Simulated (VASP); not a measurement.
# Mg (P6_3/mmc) in VASP: further runs

The runs below take Mg through single point, with PBE.

Program: VASP 6.6.1. These are calculated values, not measurements. Logs are shortened: lines on timing, memory, paths and dates and some standing lists are left out, and cuts for length are marked.

## Step 1: The cell of the first run

Symmetry: P6_3/mmc, No. 194, hexagonal system. The conventional cell has a = 3.069 Å, b = 3.069 Å, c = 10.123 Å, α = 90.00°, β = 90.00°, γ = 120.00°. Mg (site symmetry -3m) has 12 Mg at 3.07 to 3.09 Å within 4.0 Å. Mg (site symmetry -6m2) has 12 Mg at 3.07 to 3.09 Å within 4.0 Å.

## Step 2: Single point, PBE (strained)

File INCAR:

```
PREC = Accurate
ENCUT = 520
EDIFF = 1E-6
ISMEAR = 0
SIGMA = 0.1
LREAL = F
LASPH = T
NELM = 60
ALGO = Normal
ISIF = 2
LWAVE = F
LCHARG = T
GGA = PE
LELF = T
LVHAR = T
NBANDS = 12
```

File KPOINTS:

```
Automatic mesh
0
Gamma
  15 15 4
```

File POSCAR:

```
Mg
1.0
    3.0689093808      0.0000000000      0.0000000000
   -1.5344546904      2.6577534856      0.0000000000
    0.0000000000      0.0000000000     10.1231131977
Mg
4
Direct
    0.0000000000      0.0000000000      0.0000000000
    0.3333333300      0.6666666700      0.2500000000
    0.0000000000      0.0000000000      0.5000000000
    0.6666666700      0.3333333300      0.7500000000
```

Potentials or basis: VASP PAW PBE potentials, release 64 (Mg).

Command:

```console
cat potpaw_PBE.64/Mg/POTCAR > POTCAR
mpirun -np 1 vasp_std > vasp.out
```

OUTCAR:

```text
PREC = Accurate
   ENCUT = 520
   EDIFF = 1E-6
   ISMEAR = 0
   LREAL = F
   LASPH = T
   NELM = 60
   ISIF = 2
   GGA = PE

 ion  position               nearest neighbor table
   1  0.000  0.000  0.000-   2 3.09   4 3.09   2 3.09   4 3.09   4 3.09   2 3.09
   2  0.333  0.667  0.250-   1 3.09   3 3.09   1 3.09   3 3.09   1 3.09   3 3.09
   3  0.000  0.000  0.500-   2 3.09   4 3.09   2 3.09   4 3.09   4 3.09   2 3.09
   4  0.667  0.333  0.750-   1 3.09   3 3.09   1 3.09   3 3.09   1 3.09   3 3.09

  LATTYP: Found a hexagonal cell.
 ALAT       =     3.0689093808
 C/A-ratio  =     3.2986028395

  Lattice vectors:

 A1 = (   3.0689093808,   0.0000000000,   0.0000000000)
 A2 = (  -1.5344546904,   2.6577534856,   0.0000000000)
 A3 = (   0.0000000000,   0.0000000000,  10.1231131977)

Analysis of symmetry for initial positions (statically):
=====================================================================
 Subroutine PRICEL returns:
 Original cell was already a primitive cell.

 Routine SETGRP: Setting up the symmetry group for a
 hexagonal supercell.

 Subroutine GETGRP returns: Found 24 space group operations
 (whereof 12 operations were pure point group operations)
 out of a pool of 24 trial point group operations.

The static configuration has the point symmetry D_3d.
 The point group associated with its full space group is D_6h.

Analysis of symmetry for dynamics (positions and initial velocities):
=====================================================================
 Subroutine PRICEL returns:
 Original cell was already a primitive cell.

 Routine SETGRP: Setting up the symmetry group for a
 hexagonal supercell.

 Subroutine GETGRP returns: Found 24 space group operations
 (whereof 12 operations were pure point group operations)
 out of a pool of 24 trial point group operations.

The dynamic configuration has the point symmetry D_3d.
 The point group associated with its full space group is D_6h.

 Subroutine INISYM returns: Found 24 space group operations
 (whereof 12 operations are pure point group operations),
 and found     1 'primitive' translations

----------------------------------------------------------------------------------------

                                     Primitive cell

  volume of cell :      82.5682

  direct lattice vectors                    reciprocal lattice vectors
     3.068909381  0.000000000  0.000000000     0.325848657  0.188128810  0.000000000
    -1.534454690  2.657753486  0.000000000     0.000000000  0.376257620  0.000000000
     0.000000000  0.000000000 10.123113198     0.000000000  0.000000000  0.098783841

  length of vectors
     3.068909381  3.068909381 10.123113198     0.376257620  0.376257620  0.098783841

  position of ions in fractional coordinates (direct lattice)
     0.000000000  0.000000000  0.000000000
     0.333333330  0.666666670  0.250000000
     0.000000000  0.000000000  0.500000000
     0.666666670  0.333333330  0.750000000

  ion indices of the primitive-cell ions
   primitive index   ion index
                 1           1
                 2           2
                 3           3
                 4           4

----------------------------------------------------------------------------------------

 KPOINTS: Automatic mesh

Automatic generation of k-mesh.
 Grid dimensions read from file:
 generate k-points for:   15   15    4

 Generating k-lattice:

  Cartesian coordinates                     Fractional coordinates (reciprocal lattice)
     0.021723244  0.012541921  0.000000000     0.066666667  0.000000000  0.000000000
     0.000000000  0.025083841  0.000000000     0.000000000  0.066666667  0.000000000
     0.000000000  0.000000000  0.024695960     0.000000000  0.000000000  0.250000000

  Length of vectors
     0.025083841  0.025083841  0.024695960

  Shift w.r.t. Gamma in fractional coordinates (k-lattice)
     0.000000000  0.000000000  0.000000000

 Subroutine IBZKPT returns following result:
 ===========================================

 Found     81 irreducible k-points:

 Following reciprocal coordinates:
            Coordinates               Weight
  0.000000  0.000000  0.000000      1.000000
  0.066667 -0.000000  0.000000      6.000000
  0.133333 -0.000000  0.000000      6.000000
  0.200000  0.000000  0.000000      6.000000
  0.266667 -0.000000  0.000000      6.000000
  0.333333  0.000000  0.000000      6.000000
[... 16 lines left out ...]
  0.333333  0.200000  0.000000     12.000000
  0.400000  0.200000  0.000000      6.000000
 [... further k-points ...]
   k-points           NKPTS =     81   k-points in BZ     NKDIM =     81   number of bands    NBANDS=     12
   number of dos      NEDOS =    301   number of ions     NIONS =      4
   total plane-waves  NPLWV =  46080
   dimension x,y,z NGX =    24 NGY =   24 NGZ =   80
   dimension x,y,z NGXF=    48 NGYF=   48 NGZF=  160
   ions per type =               4
   NGX,Y,Z   is equivalent  to a cutoff of  13.00, 13.00, 13.14 a.u.
   NGXF,Y,Z  is equivalent  to a cutoff of  26.00, 26.00, 26.28 a.u.
 SYSTEM =  unknown system
   PREC   = accura    normal or accurate (medium, high low for compatibility)
   ISTART =      0    job   : 0-new  1-cont  2-samecut
   ICHARG =      2    charge: 1-file 2-atom 10-const
   ISPIN  =      1    spin polarized calculation?
   LNONCOLLINEAR =      F non collinear calculations
   LSORBIT =      F    spin-orbit coupling
   LASPH  =      T    aspherical Exc in radial PAW
   ENCUT  =  520.0 eV  38.22 Ry    6.18 a.u.   5.71  5.71 18.82*2*pi/ulx,y,z
   NELM   =     60;   NELMIN=  2; NELMDL= -5     # of ELM steps
   EDIFF  = 0.1E-05   stopping-criterion for ELM
   LREAL  =      F    real-space projection
   EDIFFG = 0.1E-04   stopping-criterion for IOM
   NSW    =      0    number of steps for IOM
   IBRION =     -1    ionic relax: 0-MD 1-quasi-New 2-CG
   NFREE  =      0    steps in history (QN), initial steepest desc. (CG)
   ISIF   =      2    stress and relaxation
   ISYM   =      2    0-nonsym 1-usesym 2-fastsym
   POTIM  = 0.5000    time-step for ionic-motion
   TEBEG  =    0.0;   TEEND  =   0.0 temperature during run
   PSTRESS=    0.0 pullay stress
   NELECT =       8.0000    total number of electrons
   NUPDOWN=      -1.0000    fix difference up-down
   EMIN   =  10.00;   EMAX   =-10.00  energy-range for DOS
   EFERMI =   0.00;   METHOD = LEGACY
   ISMEAR =     0;   SIGMA  =   0.10  broadening in eV -4-tet -1-fermi 0-gaus
   EFERMI_NEDOS =   21; number of points for ismear=-14 and -15
   IALGO  =     38    algorithm
   IMIX   =      4    mixing-type and parameters
     AMIX     =   0.40;   BMIX     =  1.00
     AMIX_MAG =   1.60;   BMIX_MAG =  1.00
  volume/ion in A,a.u.               =      20.64       139.30
  Fermi-wavevector in a.u.,A,eV,Ry     =   0.751912  1.420908  7.692355  0.565372
  Thomas-Fermi vector in A             =   1.849003
   LORBIT       =      0    0 simple, 1 ext, 2 COOP (PROOUT), +10 PAW based schemes
   GGA     = PE    functional components
   LHFCALC =     F    Hartree Fock is set to
   AEXX    =    0.0000 exact exchange contribution
   IVDW    =     0    specifies the selected vdW correction
   LEPSILON=     F    determine dielectric tensor
   LRPA    =     F    only Hartree local field effects (RPA)
 non-spin polarized calculation
 Gauss-broadening in eV      SIGMA  =   0.10
  energy-cutoff  :      520.00
  volume of cell :       82.57
 maximum number of plane-waves:      2240
 NGX is ok and might be reduce to    24
   NGX = 11   NGY = 11   NGZ = 37

 number of electron       8.0000000 magnetization

 Free energy of the ion-electron system (eV)
  ---------------------------------------------------
  ext. energy  EPLUGINS =         0.00000000
  ---------------------------------------------------
  free energy    TOTEN  =        -5.87351063 eV

  energy without entropy =       -5.86465857  energy(sigma->0) =       -5.86908460

 E-fermi :   3.2107     XC(G=0):  -8.8264

 val. band max:        3.2025771469   @ k =   0.4667  -0.0000   0.0000
 cond. band min:       3.2236745094   @ k =   0.2667  -0.0000   0.0000
 fundamental gap:      0.0210973625
 Fermi energy:         3.2106545192

 k-point     1 :       0.0000    0.0000    0.0000
  band No.  band energies     occupation
      1      -4.1896      2.00000
      2      -2.7295      2.00000
      3      -2.7262      2.00000
      4       1.2624      2.00000
      5       1.8264      2.00000
      6       8.3135      0.00000
      7       8.3218      0.00000
      8      15.0007      0.00000
      9      15.0007      0.00000
     10      15.1961      0.00000
     11      15.1961      0.00000
     12      15.7276      0.00000

 k-point     2 :       0.0667   -0.0000    0.0000
  band No.  band energies     occupation
      1      -4.0946      2.00000
      2      -2.6361      2.00000
      3      -2.6328      2.00000
      4       1.3481      2.00000
      5       1.9181      2.00000
      6       8.3842      0.00000
      7       8.3963      0.00000
      8      13.2294      0.00000
      9      14.0665      0.00000
     10      14.1748      0.00000
     11      14.2925      0.00000
     12      15.0546      0.00000

 k-point     3 :       0.1333   -0.0000    0.0000
  band No.  band energies     occupation
      1      -3.8102      2.00000
      2      -2.3565      2.00000
      3      -2.3533      2.00000
      4       1.6055      2.00000
      5       2.1908      2.00000
      6       8.5711      0.00000
      7       8.6074      0.00000
      8      11.0885      0.00000
      9      12.1364      0.00000
     10      12.2276      0.00000
     11      13.1529      0.00000
     12      13.9187      0.00000
[... 286 lines left out ...]
 k-point    23 :       0.3333    0.2000    0.0000
  band No.  band energies     occupation
      1       0.3394      2.00000
      2       1.6944      2.00000
      3       1.6983      2.00000
      4       2.9820      1.99878
      5       4.3787      0.00000
      6       4.4022      0.00000
      7       5.2904      0.00000
      8       5.5101      0.00000
      9       6.4059      0.00000
     10       7.2187      0.00000
     11       7.8638      0.00000
     12       8.1396      0.00000

 k-point    24 :       0.4000    0.2000    0.0000
  band No.  band energies     occupation
      1       1.5390      2.00000
      2       1.6090      2.00000
      3       2.6026      2.00000
      4       2.6736      2.00000
      5       3.3151      0.13951
      6       3.3666      0.02741
      7       5.3358      0.00000
      8       6.4943      0.00000
      9       6.6502      0.00000
     10       6.7130      0.00000
     11       7.2230      0.00000
     12       8.3203      0.00000

 [... further k-points ...]
[... 5 lines left out ...]
  --------------------------------------------------------------------------------------
  -------------------------------------------------------------------------------------
  Total        2.7257976      2.7257976      1.8466440      0.0000000      0.0000000      0.0000000
  in kB       52.8921630     52.8921630     35.8328129      0.0000000      0.0000000      0.0000000
  external PRESSURE =      47.2057130 kB  Pullay stress =       0.0000000 kB

 VOLUME and BASIS-vectors are now :
 -----------------------------------------------------------------------------
  energy-cutoff  :      520.00
  volume of cell :       82.57
      direct lattice vectors                 reciprocal lattice vectors
     3.068909381  0.000000000  0.000000000     0.325848657  0.188128810  0.000000000
    -1.534454690  2.657753486  0.000000000     0.000000000  0.376257620  0.000000000
     0.000000000  0.000000000 10.123113198     0.000000000  0.000000000  0.098783841

 POSITION                                       TOTAL-FORCE (eV/Angst)
 -----------------------------------------------------------------------------------
      0.00000      0.00000      0.00000         0.000000      0.000000      0.000000
     -0.00000      1.77184      2.53078        -0.000000      0.000000      0.000000
      0.00000      0.00000      5.06156         0.000000      0.000000      0.000000
      1.53445      0.88592      7.59233         0.000000     -0.000000     -0.000000
 -----------------------------------------------------------------------------------
    total drift:                                0.000000      0.000000     -0.000000

  FREE ENERGIE OF THE ION-ELECTRON SYSTEM (eV)
  ---------------------------------------------------
  free  energy   TOTEN  =        -5.8735106307 eV

  energy  without entropy=       -5.8646585668  energy(sigma->0) =       -5.86908460
```

Wall time 84 s (1 thread of Oxide Virtual Turin-like, shared host); peak memory 0.2 GiB.

Results:

```yaml
Free_energy: -5.8735 eV
Pressure: 4.7 GPa
Band_gap_on_the_k_mesh: zero (bands 4 and 5 overlap by 2.40 eV)
```

Stress tensor (GPa, compression positive):
```
5.29 0.00 0.00
0.00 5.29 0.00
0.00 0.00 3.58
```

Levels at points of the mesh, in eV from the Fermi level:
```
           k point  band 1  band 2  band 3  band 4  band 5  band 6  band 7  band 8  band 9
(0.00, 0.00, 0.00)   -7.40   -5.94   -5.94   -1.95   -1.38    5.10    5.11   11.79   11.79
(0.00, 0.00, 0.50)   -7.03   -7.03   -4.15   -4.15    1.44    1.44    9.26    9.26   11.96
```

Caveat: the cell differs from its parent crystal (strained); the cell stands under pressure.

## Step 3: Single point, PBE (strained)

File INCAR:

```
  PREC = Accurate
  ENCUT = 520
  EDIFF = 1E-6
  ISMEAR = 0
  SIGMA = 0.1
  LREAL = F
  LASPH = T
  NELM = 100
  ALGO = Normal
  ISIF = 2
  LWAVE = F
  LCHARG = F
  GGA = PE
  NBANDS = 12
```

File KPOINTS:

```
regular mesh
0
Gamma
  15 15 4
```

File POSCAR:

```
Mg
1.0
    3.2687952831      0.0000000000      0.0000000000
   -1.6343976415      2.8308597549      0.0000000000
    0.0000000000      0.0000000000     10.3080272049
Mg
4
Direct
    0.0000000000      0.0000000000      0.0000000000
    0.3333333300      0.6666666700      0.2500000000
    0.0000000000      0.0000000000      0.5000000000
    0.6666666700      0.3333333300      0.7500000000
```

Potentials or basis: VASP PAW PBE potentials, release 64 (Mg).

Command:

```console
cat potpaw_PBE.64/Mg/POTCAR > POTCAR
mpirun -np 1 vasp_std > vasp.out
```

OUTCAR:

```text
PREC = Accurate
   ENCUT = 520
   EDIFF = 1E-6
   ISMEAR = 0
   LREAL = F
   LASPH = T
   NELM = 100
   ISIF = 2
   GGA = PE

 ion  position               nearest neighbor table
   1  0.000  0.000  0.000-   2 3.19   4 3.19   2 3.19   4 3.19   4 3.19   2 3.19
   2  0.333  0.667  0.250-   1 3.19   3 3.19   1 3.19   3 3.19   1 3.19   3 3.19
   3  0.000  0.000  0.500-   2 3.19   4 3.19   2 3.19   4 3.19   4 3.19   2 3.19
   4  0.667  0.333  0.750-   1 3.19   3 3.19   1 3.19   3 3.19   1 3.19   3 3.19

  LATTYP: Found a hexagonal cell.
 ALAT       =     3.2687952831
 C/A-ratio  =     3.1534636807

  Lattice vectors:

 A1 = (   3.2687952831,   0.0000000000,   0.0000000000)
 A2 = (  -1.6343976415,   2.8308597549,   0.0000000000)
 A3 = (   0.0000000000,   0.0000000000,  10.3080272049)

Analysis of symmetry for initial positions (statically):
=====================================================================
 Subroutine PRICEL returns:
 Original cell was already a primitive cell.

 Routine SETGRP: Setting up the symmetry group for a
 hexagonal supercell.

[... 179 lines left out ...]
 k-point     1 :       0.0000    0.0000    0.0000
  band No.  band energies     occupation
      1      -4.3318      2.00000
      2      -2.9228      2.00000
      3      -2.9201      2.00000
      4       0.9653      2.00000
      5       1.4633      2.00000
      6       7.7877      0.00000
      7       7.8006      0.00000
      8      12.8337      0.00000
      9      12.8337      0.00000
     10      12.8497      0.00000
     11      12.8497      0.00000
     12      13.6454      0.00000
[... 331 lines left out ...]
 k-point    24 :       0.4000    0.2000    0.0000
  band No.  band energies     occupation
      1       0.7895      2.00000
      2       0.8135      2.00000
      3       1.8787      2.00000
      4       1.9040      2.00000
      5       2.4128      1.11751
      6       2.4360      0.85617
      7       4.2375      0.00000
      8       5.4899      0.00000
      9       5.6215      0.00000
     10       5.7072      0.00000
     11       6.1317      0.00000
     12       6.9082      0.00000

 [... further k-points ...]
[... 5 lines left out ...]
  --------------------------------------------------------------------------------------
  -------------------------------------------------------------------------------------
  Total       -0.9047951     -0.9047951     -0.4521825     -0.0000000      0.0000000      0.0000000
  in kB      -15.1977465    -15.1977465     -7.5952613     -0.0000000      0.0000000      0.0000000
  external PRESSURE =     -12.6635848 kB  Pullay stress =       0.0000000 kB

 VOLUME and BASIS-vectors are now :
 -----------------------------------------------------------------------------
  energy-cutoff  :      520.00
  volume of cell :       95.39
      direct lattice vectors                 reciprocal lattice vectors
     3.268795283  0.000000000  0.000000000     0.305923104  0.176624787  0.000000000
    -1.634397642  2.830859755  0.000000000     0.000000000  0.353249573  0.000000000
     0.000000000  0.000000000 10.308027205     0.000000000  0.000000000  0.097011773

 POSITION                                       TOTAL-FORCE (eV/Angst)
 -----------------------------------------------------------------------------------
      0.00000      0.00000      0.00000        -0.000000      0.000000      0.000000
     -0.00000      1.88724      2.57701         0.000000     -0.000000      0.000000
      0.00000      0.00000      5.15401        -0.000000      0.000000      0.000000
      1.63440      0.94362      7.73102        -0.000000      0.000000     -0.000000
 -----------------------------------------------------------------------------------
    total drift:                                0.000000      0.000000     -0.000000

  FREE ENERGIE OF THE ION-ELECTRON SYSTEM (eV)
  ---------------------------------------------------
  free  energy   TOTEN  =        -5.9865605326 eV

  energy  without entropy=       -5.9747947693  energy(sigma->0) =       -5.98067765
```

stdout:

```text
POSCAR found type information on POSCAR Mg
 POSCAR found :  1 types and       4 ions
 scaLAPACK will be used
 LDA part: xc-table for (Slater+PW92), standard interpolation
 POSCAR, INCAR and KPOINTS ok, starting setup
 FFT: planning ... GRIDC
 FFT: planning ... GRID_SOFT
 FFT: planning ... GRID
 WAVECAR not read
 entering main loop
```

Wall time 82 s (1 thread of Oxide Virtual Turin-like, shared host); peak memory 0.21 GiB.

What came out:

| Quantity | Value |
| --- | --- |
| Free energy | -5.9866 eV |
| Pressure | -1.3 GPa |
| Band gap on the k mesh | zero (bands 4 and 5 overlap by 1.87 eV) |

Stress tensor (GPa, compression positive):
```
-1.52  0.00  0.00
 0.00 -1.52  0.00
 0.00  0.00 -0.76
```

Caveat: the cell differs from its parent crystal (strained).

The gap in the log of VASP goes by the Fermi energy; the results here count the filled bands.